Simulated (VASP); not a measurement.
Set up this calculation in VASP 6.6.1, as the native input.

* Task: single point
* Functional: PBE
* Potentials or basis: VASP PAW PBE potentials, release 64 (Al)
* Cutoff: 500 eV
* k mesh: 12 × 12 × 12
* Occupations: methfessel-paxton, width 0.15 eV
* Spin: no spin polarisation
* Dipole correction: no
* Further INCAR settings: ALGO = Normal; EDIFF = 1e-06; NBANDS = 8

The structure of Al lies in POSCAR:

```
Al
1.0
    0.0000000000      2.0514502267      2.0514502267
    2.0514502267      0.0000000000      2.0514502267
    2.0514502267      2.0514502267      0.0000000000
Al
1
Direct
    0.0000000000      0.0000000000      0.0000000000
```

These files were run (other wordings do the same):

INCAR

```
  PREC = Accurate
  ENCUT = 500
  EDIFF = 1E-6
  ISMEAR = 1
  SIGMA = 0.15
  LREAL = F
  LASPH = T
  NELM = 120
  ALGO = Normal
  ISIF = 2
  LWAVE = F
  LCHARG = F
  GGA = PE
  NBANDS = 8
  GGA_COMPAT = F
```

KPOINTS

```
Automatic mesh
0
Gamma
  12 12 12
```

Potentials or basis: VASP PAW PBE potentials, release 64 (Al).

Launch:

```sh
$ cat potpaw_PBE.64/Al/POTCAR > POTCAR
$ mpirun -np 1 vasp_std > vasp.out
```

Results of the run:

- Pressure: -3.2 GPa

Wall time 6.2 s on 1 thread of Intel(R) Xeon(R) Platinum 8488C (Sapphire Rapids), on a shared host, peak memory 0.13 GiB.
